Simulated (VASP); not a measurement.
Set up this calculation in VASP 6.6.1, as the native input.

```
Task                   : single point
Functional             : r2SCAN
Potentials or basis    : VASP PAW PBE potentials, release 64 (Fe, Ge_d)
Cutoff                 : 520 eV
k mesh                 : 7 × 7 × 7
Occupations            : gaussian, width 0.02 eV
Spin                   : collinear spin, ferromagnetic start
Starting moments       : [3.5, 3.5, 3.5, 0.0] μB
Dipole correction      : no
Further INCAR settings : ALGO = Normal; EDIFF = 1e-06; NBANDS = 31
```

The system is Fe3Ge.

```xyz
4
Lattice="0.0000 2.8682 2.8682 2.8682 0.0000 2.8682 2.8682 2.8682 0.0000" Properties=species:S:1:pos:R:3 pbc="T T T"
Fe    2.8682    2.8682    2.8682
Fe    1.4341    1.4341    1.4341
Fe    4.3024    4.3024    4.3024
Ge    0.0000    0.0000    0.0000
```

The input as run:

POSCAR

```
Fe3Ge
1.0
    0.0000000000      2.8682334526      2.8682334526
    2.8682334526      0.0000000000      2.8682334526
    2.8682334526      2.8682334526      0.0000000000
Fe Ge
3 1
Direct
    0.5000000000      0.5000000000      0.5000000000
    0.2500000000      0.2500000000      0.2500000000
    0.7500000000      0.7500000000      0.7500000000
    0.0000000000      0.0000000000      0.0000000000
```

INCAR.step1

```
PREC = Accurate
ENCUT = 520
ISMEAR = 0
SIGMA = 0.02
LREAL = F
LASPH = T
NELM = 150
ISPIN = 2
MAGMOM = 3.5 3.5 3.5 0
LMAXMIX = 4
NBANDS = 31
GGA = PE
ALGO = Normal
EDIFF = 1E-4
LWAVE = T
LCHARG = F
```

INCAR.step2

```
PREC = Accurate
ENCUT = 520
EDIFF = 1E-6
ISMEAR = 0
SIGMA = 0.02
LREAL = F
LASPH = T
NELM = 150
ALGO = Normal
ISIF = 2
LWAVE = F
LCHARG = F
ISPIN = 2
MAGMOM = 3.5 3.5 3.5 0
LORBIT = 11
LMAXMIX = 4
METAGGA = R2SCAN
LMIXTAU = T
NBANDS = 31
ISTART = 1
```

KPOINTS

```
Automatic mesh
0
Gamma
  7 7 7
```

Potentials or basis: VASP PAW PBE potentials, release 64 (Fe, Ge_d).

The run is started by

```bash
$ cat potpaw_PBE.64/Fe/POTCAR potpaw_PBE.64/Ge_d/POTCAR > POTCAR
$ cp INCAR.step1 INCAR
$ mpirun -np 1 vasp_std > vasp.out
$ cp INCAR.step2 INCAR
$ mpirun -np 1 vasp_std > vasp.out
```

It gave:

The pressure is -0.1 GPa. The net moment is 6.88 μB per cell. The site moments are Fe +2.62, +2.26 (each value once); Ge -0.11 μB and the valence electrons inside the program's atomic spheres are Fe 7.24, 7.33 (each value once); Ge 12.52.

Caveat: the PAW data sets were made with another functional, which shifts forces and pressure a little.

It took 2.2 min on 1 thread of Intel(R) Xeon(R) 6975P-C (Granite Rapids), with other jobs on the host, peak memory 0.22 GiB.
